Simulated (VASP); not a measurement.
# ScF (P-6m2) in VASP: single point with r2SCAN

Aim: the single point of ScF with r2SCAN.

Program: VASP 6.6.1. These are calculated values, not measurements. Logs are shortened: lines on timing, memory, paths and dates and some standing lists are left out, and cuts for length are marked.

## (1) The cell of the first run

It takes space group P-6m2 (No. 187, hexagonal). The conventional cell has a = 2.993 Å, b = 2.993 Å, c = 3.486 Å, α = 90.00°, β = 90.00°, γ = 120.00°. Within 3.2 Å of Sc (site symmetry -6m2) lie 6 F at 2.45 Å and 6 Sc at 2.99 Å. Within 3.2 Å of F (site symmetry -6m2) lie 6 Sc at 2.45 Å and 6 F at 2.99 Å.

## (2) Single point, r2SCAN

POSCAR

```
ScF
1.0
    2.9933143195      0.0000000000      0.0000000000
   -1.4966571598      2.5922862422      0.0000000000
    0.0000000000      0.0000000000      3.4859581360
Sc F
1 1
Direct
    0.0000000000      0.0000000000      0.0000000000
    0.6666666667      0.3333333333      0.5000000000
```

INCAR.step1

```
SYSTEM = ScF
  ALGO = Normal
  EDIFF = 1E-4
  ENCUT = 520
  GGA = PE
  ISMEAR = 0
  LASPH = .True.
  LCHARG = .False.
  LREAL = .False.
  LWAVE = .True.
  NBANDS = 16
  NELM = 80
  PREC = Accurate
  SIGMA = 0.1
```

INCAR.step2

```
SYSTEM = ScF
  ALGO = Normal
  EDIFF = 1E-6
  ENCUT = 520
  ISIF = 2
  ISMEAR = 0
  ISTART = 1
  LASPH = .True.
  LCHARG = .False.
  LMIXTAU = .True.
  LREAL = .False.
  LWAVE = .False.
  METAGGA = R2SCAN
  NBANDS = 16
  NELM = 80
  PREC = Accurate
  SIGMA = 0.1
```

KPOINTS

```
k-points
0
Gamma
  24 24 18
  0 0 0
```

Potentials or basis: VASP PAW PBE potentials, release 64 (Sc_sv, F).

Command:

```sh
$ cat potpaw_PBE.64/Sc_sv/POTCAR potpaw_PBE.64/F/POTCAR > POTCAR
$ cp INCAR.step1 INCAR
$ mpirun -np 1 vasp_std > vasp.out
$ cp INCAR.step2 INCAR
$ mpirun -np 1 vasp_std > vasp.out
```

OUTCAR:

```text
SYSTEM = ScF
   EDIFF = 1E-6
   ENCUT = 520
   ISIF = 2
   ISMEAR = 0
   ISTART = 1
   LASPH = .True.
   LREAL = .False.
   METAGGA = R2SCAN
   NELM = 80
   PREC = Accurate

 ion  position               nearest neighbor table
   1  0.000  0.000  0.000-   2 2.45   2 2.45   2 2.45   2 2.45   2 2.45   2 2.45
   2  0.667  0.333  0.500-   1 2.45   1 2.45   1 2.45   1 2.45   1 2.45   1 2.45

  LATTYP: Found a hexagonal cell.
 ALAT       =     2.9933143195
 C/A-ratio  =     1.1645813850

  Lattice vectors:

 A1 = (   2.9933143195,   0.0000000000,   0.0000000000)
 A2 = (  -1.4966571598,   2.5922862422,   0.0000000000)
 A3 = (   0.0000000000,   0.0000000000,   3.4859581360)

Analysis of symmetry for initial positions (statically):
=====================================================================
 Subroutine PRICEL returns:
 Original cell was already a primitive cell.

 Routine SETGRP: Setting up the symmetry group for a
 hexagonal supercell.

 Subroutine GETGRP returns: Found 12 space group operations
 (whereof 12 operations were pure point group operations)
 out of a pool of 24 trial point group operations.

The static configuration has the point symmetry D_3h.

Analysis of symmetry for dynamics (positions and initial velocities):
=====================================================================
 Subroutine PRICEL returns:
 Original cell was already a primitive cell.

 Routine SETGRP: Setting up the symmetry group for a
 hexagonal supercell.

 Subroutine GETGRP returns: Found 12 space group operations
 (whereof 12 operations were pure point group operations)
 out of a pool of 24 trial point group operations.

The dynamic configuration has the point symmetry D_3h.

 Subroutine INISYM returns: Found 12 space group operations
 (whereof 12 operations are pure point group operations),
 and found     1 'primitive' translations

----------------------------------------------------------------------------------------

                                     Primitive cell

  volume of cell :      27.0494

  direct lattice vectors                    reciprocal lattice vectors
     2.993314320  0.000000000  0.000000000     0.334077846  0.192879934  0.000000000
    -1.496657160  2.592286242  0.000000000     0.000000000  0.385759869  0.000000000
     0.000000000  0.000000000  3.485958136     0.000000000  0.000000000  0.286865178

  length of vectors
     2.993314320  2.993314320  3.485958136     0.385759869  0.385759869  0.286865178

  position of ions in fractional coordinates (direct lattice)
     0.000000000  0.000000000  0.000000000
     0.666666667  0.333333333  0.500000000

  ion indices of the primitive-cell ions
   primitive index   ion index
                 1           1
                 2           2

----------------------------------------------------------------------------------------

 KPOINTS: k-points

Automatic generation of k-mesh.
 Grid dimensions read from file:
 generate k-points for:   24   24   18

 Generating k-lattice:

  Cartesian coordinates                     Fractional coordinates (reciprocal lattice)
     0.013919910  0.008036664  0.000000000     0.041666667  0.000000000  0.000000000
     0.000000000  0.016073328  0.000000000     0.000000000  0.041666667  0.000000000
     0.000000000  0.000000000  0.015936954     0.000000000  0.000000000  0.055555556

  Length of vectors
     0.016073328  0.016073328  0.015936954

  Shift w.r.t. Gamma in fractional coordinates (k-lattice)
     0.000000000  0.000000000  0.000000000

 Subroutine IBZKPT returns following result:
 ===========================================

 Found    610 irreducible k-points:

 Following reciprocal coordinates:
            Coordinates               Weight
  0.000000  0.000000  0.000000      1.000000
  0.041667 -0.000000  0.000000      6.000000
  0.083333  0.000000  0.000000      6.000000
  0.125000  0.000000  0.000000      6.000000
  0.166667 -0.000000  0.000000      6.000000
  0.208333  0.000000  0.000000      6.000000
[... 16 lines left out ...]
  0.416667  0.041667  0.000000     12.000000
  0.458333  0.041667  0.000000     12.000000
 [... further k-points ...]
   k-points           NKPTS =    610   k-points in BZ     NKDIM =    610   number of bands    NBANDS=     16
   number of dos      NEDOS =    301   number of ions     NIONS =      2
   total plane-waves  NPLWV =  16128
   dimension x,y,z NGX =    24 NGY =   24 NGZ =   28
   dimension x,y,z NGXF=    48 NGYF=   48 NGZF=   56
   ions per type =               1   1
   NGX,Y,Z   is equivalent  to a cutoff of  13.33, 13.33, 13.35 a.u.
   NGXF,Y,Z  is equivalent  to a cutoff of  26.66, 26.66, 26.71 a.u.
 SYSTEM =  ScF
   PREC   = accura    normal or accurate (medium, high low for compatibility)
   ISTART =      1    job   : 0-new  1-cont  2-samecut
   ICHARG =      0    charge: 1-file 2-atom 10-const
   ISPIN  =      1    spin polarized calculation?
   LNONCOLLINEAR =      F non collinear calculations
   LSORBIT =      F    spin-orbit coupling
   LASPH  =      T    aspherical Exc in radial PAW
   ENCUT  =  520.0 eV  38.22 Ry    6.18 a.u.   5.57  5.57  6.48*2*pi/ulx,y,z
   NELM   =     80;   NELMIN=  2; NELMDL=  0     # of ELM steps
   EDIFF  = 0.1E-05   stopping-criterion for ELM
   LREAL  =      F    real-space projection
   EDIFFG = 0.1E-04   stopping-criterion for IOM
   NSW    =      0    number of steps for IOM
   IBRION =     -1    ionic relax: 0-MD 1-quasi-New 2-CG
   NFREE  =      0    steps in history (QN), initial steepest desc. (CG)
   ISIF   =      2    stress and relaxation
   ISYM   =      2    0-nonsym 1-usesym 2-fastsym
   POTIM  = 0.5000    time-step for ionic-motion
   TEBEG  =    0.0;   TEEND  =   0.0 temperature during run
   PSTRESS=    0.0 pullay stress
   NELECT =      18.0000    total number of electrons
   NUPDOWN=      -1.0000    fix difference up-down
   EMIN   =  10.00;   EMAX   =-10.00  energy-range for DOS
   EFERMI =   0.00;   METHOD = LEGACY
   ISMEAR =     0;   SIGMA  =   0.10  broadening in eV -4-tet -1-fermi 0-gaus
   EFERMI_NEDOS =   21; number of points for ismear=-14 and -15
   IALGO  =     38    algorithm
   IMIX   =      4    mixing-type and parameters
     AMIX     =   0.40;   BMIX     =  1.00
     AMIX_MAG =   1.60;   BMIX_MAG =  1.00
  volume/ion in A,a.u.               =      13.52        91.27
  Fermi-wavevector in a.u.,A,eV,Ry     =   1.429266  2.700922 27.794015  2.042802
  Thomas-Fermi vector in A             =   2.549239
   LORBIT       =      0    0 simple, 1 ext, 2 COOP (PROOUT), +10 PAW based schemes
   METAGGA = R2SCAN    functional components
   LHFCALC =     F    Hartree Fock is set to
   AEXX    =    0.0000 exact exchange contribution
   IVDW    =     0    specifies the selected vdW correction
   LEPSILON=     F    determine dielectric tensor
   LRPA    =     F    only Hartree local field effects (RPA)
 non-spin polarized calculation
 Gauss-broadening in eV      SIGMA  =   0.10
  energy-cutoff  :      520.00
  volume of cell :       27.05
 maximum number of plane-waves:       757
 NGX is ok and might be reduce to    24
   NGX = 11   NGY = 11   NGZ = 13

 number of electron      18.0000007 magnetization

 Free energy of the ion-electron system (eV)
  ---------------------------------------------------
  ext. energy  EPLUGINS =         0.00000000
  ---------------------------------------------------
  free energy    TOTEN  =       -18.88174712 eV

  energy without entropy =      -18.88044720  energy(sigma->0) =      -18.88109716

 E-fermi :   6.6216     XC(G=0): -11.4153

 val. band max:        6.6144761684   @ k =   0.3333   0.3333   0.2778
 cond. band min:       6.6239367216   @ k =   0.0417  -0.0000   0.1111
 fundamental gap:      0.0094605533
 Fermi energy:         6.6215544445

 k-point     1 :       0.0000    0.0000    0.0000
  band No.  band energies     occupation
      1     -45.6138      2.00000
      2     -23.5346      2.00000
      3     -22.8356      2.00000
      4     -22.8356      2.00000
      5     -22.2237      2.00000
      6      -2.4805      2.00000
[... 8 lines left out ...]
     15      17.8744      0.00000
     16      18.8739      0.00000

 k-point     2 :       0.0417   -0.0000    0.0000
  band No.  band energies     occupation
      1     -45.6118      2.00000
      2     -23.5326      2.00000
      3     -22.8662      2.00000
      4     -22.8385      2.00000
      5     -22.2001      2.00000
      6      -2.4843      2.00000
[... 8 lines left out ...]
     15      17.9000      0.00000
     16      18.8818      0.00000

 k-point     3 :       0.0833    0.0000    0.0000
  band No.  band energies     occupation
      1     -45.6057      2.00000
      2     -23.5267      2.00000
      3     -22.9465      2.00000
      4     -22.8470      2.00000
      5     -22.1411      2.00000
      6      -2.4954      2.00000
[... 8 lines left out ...]
     15      17.9763      0.00000
     16      18.8964      0.00000

 k-point     4 :       0.1250    0.0000    0.0000
  band No.  band energies     occupation
      1     -45.5961      2.00000
      2     -23.5174      2.00000
      3     -23.0560      2.00000
      4     -22.8606      2.00000
      5     -22.0654      2.00000
      6      -2.5130      2.00000
[... 8 lines left out ...]
     15      18.1029      0.00000
     16      18.8939      0.00000

 k-point     5 :       0.1667   -0.0000    0.0000
  band No.  band energies     occupation
      1     -45.5835      2.00000
      2     -23.5052      2.00000
      3     -23.1798      2.00000
      4     -22.8783      2.00000
      5     -21.9850      2.00000
      6      -2.5356      2.00000
[... 8 lines left out ...]
     15      18.2780      0.00000
     16      18.8410      0.00000

 k-point     6 :       0.2083    0.0000    0.0000
  band No.  band energies     occupation
      1     -45.5688      2.00000
      2     -23.4909      2.00000
      3     -23.3081      2.00000
      4     -22.8988      2.00000
      5     -21.9063      2.00000
      6      -2.5615      2.00000
[... 8 lines left out ...]
     15      18.4970      0.00000
     16      18.6957      0.00000

 k-point     7 :       0.2500    0.0000    0.0000
  band No.  band energies     occupation
      1     -45.5530      2.00000
      2     -23.4756      2.00000
      3     -23.4338      2.00000
      4     -22.9207      2.00000
      5     -21.8330      2.00000
      6      -2.7844      2.00000
[... 8 lines left out ...]
     15      18.4063      0.00000
     16      18.7525      0.00000

 k-point     8 :       0.2917    0.0000    0.0000
  band No.  band energies     occupation
      1     -45.5372      2.00000
      2     -23.5510      2.00000
      3     -23.4602      2.00000
      4     -22.9424      2.00000
      5     -21.7670      2.00000
      6      -3.0131      2.00000
[... 8 lines left out ...]
     15      17.9392      0.00000
     16      19.0324      0.00000

 k-point     9 :       0.3333   -0.0000    0.0000
  band No.  band energies     occupation
      1     -45.5223      2.00000
      2     -23.6546      2.00000
      3     -23.4459      2.00000
      4     -22.9626      2.00000
      5     -21.7108      2.00000
      6      -3.2143      2.00000
[... 8 lines left out ...]
     15      17.3249      0.00000
     16      19.3196      0.00000
[... 172 lines left out ...]
 k-point    19 :       0.2500    0.0417    0.0000
  band No.  band energies     occupation
      1     -45.5441      2.00000
      2     -23.4963      2.00000
      3     -23.4669      2.00000
      4     -22.9393      2.00000
      5     -21.7935      2.00000
      6      -2.9046      2.00000
[... 8 lines left out ...]
     15      18.1923      0.00000
     16      18.9168      0.00000

 k-point    20 :       0.2917    0.0417    0.0000
  band No.  band energies     occupation
      1     -45.5287      2.00000
      2     -23.6050      2.00000
      3     -23.4521      2.00000
      4     -22.9617      2.00000
      5     -21.7327      2.00000
      6      -3.1161      2.00000
[... 8 lines left out ...]
     15      17.6470      0.00000
     16      19.2072      0.00000

 k-point    21 :       0.3333    0.0417    0.0000
  band No.  band energies     occupation
      1     -45.5149      2.00000
      2     -23.6982      2.00000
      3     -23.4387      2.00000
      4     -22.9817      2.00000
      5     -21.6820      2.00000
      6      -3.2961      2.00000
[... 8 lines left out ...]
     15      16.9893      0.00000
     16      19.4533      0.00000

 k-point    22 :       0.3750    0.0417    0.0000
  band No.  band energies     occupation
      1     -45.5036      2.00000
      2     -23.7717      2.00000
      3     -23.4278      2.00000
      4     -22.9980      2.00000
      5     -21.6426      2.00000
      6      -3.4372      2.00000
[... 8 lines left out ...]
     15      16.3073      0.00000
     16      19.3502      0.00000

 k-point    23 :       0.4167    0.0417    0.0000
  band No.  band energies     occupation
      1     -45.4956      2.00000
      2     -23.8225      2.00000
      3     -23.4200      2.00000
      4     -23.0094      2.00000
      5     -21.6155      2.00000
      6      -3.5341      2.00000
[... 8 lines left out ...]
     15      15.7109      0.00000
     16      19.2907      0.00000

 k-point    24 :       0.4583    0.0417    0.0000
  band No.  band energies     occupation
      1     -45.4915      2.00000
      2     -23.8485      2.00000
      3     -23.4160      2.00000
      4     -23.0154      2.00000
      5     -21.6017      2.00000
      6      -3.5833      2.00000
[... 8 lines left out ...]
     15      15.3450      0.00000
     16      19.2634      0.00000

 [... further k-points ...]

------------------------ aborting loop because EDIFF is reached ----------------------------------------

  FORCE on cell =-STRESS in cart. coord.  units (eV):
  Direction    XX          YY          ZZ          XY          YZ          ZX
  --------------------------------------------------------------------------------------
  -------------------------------------------------------------------------------------
  Total        0.0502769      0.0502769      0.0858192     -0.0000000      0.0000000      0.0000000
  in kB        2.9779765      2.9779765      5.0832037     -0.0000000      0.0000000      0.0000000
  external PRESSURE =       3.6797189 kB  Pullay stress =       0.0000000 kB

 VOLUME and BASIS-vectors are now :
 -----------------------------------------------------------------------------
  energy-cutoff  :      520.00
  volume of cell :       27.05
      direct lattice vectors                 reciprocal lattice vectors
     2.993314320  0.000000000  0.000000000     0.334077846  0.192879934  0.000000000
    -1.496657160  2.592286242  0.000000000     0.000000000  0.385759869  0.000000000
     0.000000000  0.000000000  3.485958136     0.000000000  0.000000000  0.286865178

 POSITION                                       TOTAL-FORCE (eV/Angst)
 -----------------------------------------------------------------------------------
      0.00000      0.00000      0.00000         0.000000      0.000000      0.000000
      1.49666      0.86410      1.74298        -0.000000      0.000000      0.000000
 -----------------------------------------------------------------------------------
    total drift:                               -0.000000      0.000000      0.000000

  FREE ENERGIE OF THE ION-ELECTRON SYSTEM (eV)
  ---------------------------------------------------
  free  energy   TOTEN  =       -18.8817471234 eV

  energy  without entropy=      -18.8804471987  energy(sigma->0) =      -18.88109716
```

It took 14 min on 1 thread of Intel Xeon Platinum 8259CL at 2.50GHz (Skylake/Cascade Lake), shared host; peak memory 0.37 GiB.

What came out:

| Property | Result |
| --- | --- |
| Free energy | -18.8817 eV |
| Pressure | 0.4 GPa |
| Band gap on the k mesh | zero (bands 9 and 10 overlap by 0.29 eV) |

Levels at points of the mesh, in eV from the Fermi level:
| k point | band 6 | band 7 | band 8 | band 9 | band 10 | band 11 | band 12 | band 13 |
| --- | --- | --- | --- | --- | --- | --- | --- | --- |
| (0.00, 0.00, 0.00) | -9.10 | -8.33 | -8.33 | -3.20 | -0.24 | 1.50 | 1.50 | 3.14 |
| (0.50, 0.00, 0.00) | -10.22 | -9.31 | -8.55 | -1.60 | 1.82 | 1.83 | 2.58 | 3.39 |
| (0.00, 0.00, 0.50) | -10.26 | -8.32 | -8.32 | -1.44 | 1.18 | 1.18 | 2.91 | 2.91 |
| (0.50, 0.00, 0.50) | -9.88 | -9.49 | -8.78 | -1.15 | 0.74 | 3.04 | 3.06 | 4.24 |

Caveat: the PAW data sets were made with another functional, which shifts forces and pressure a little.
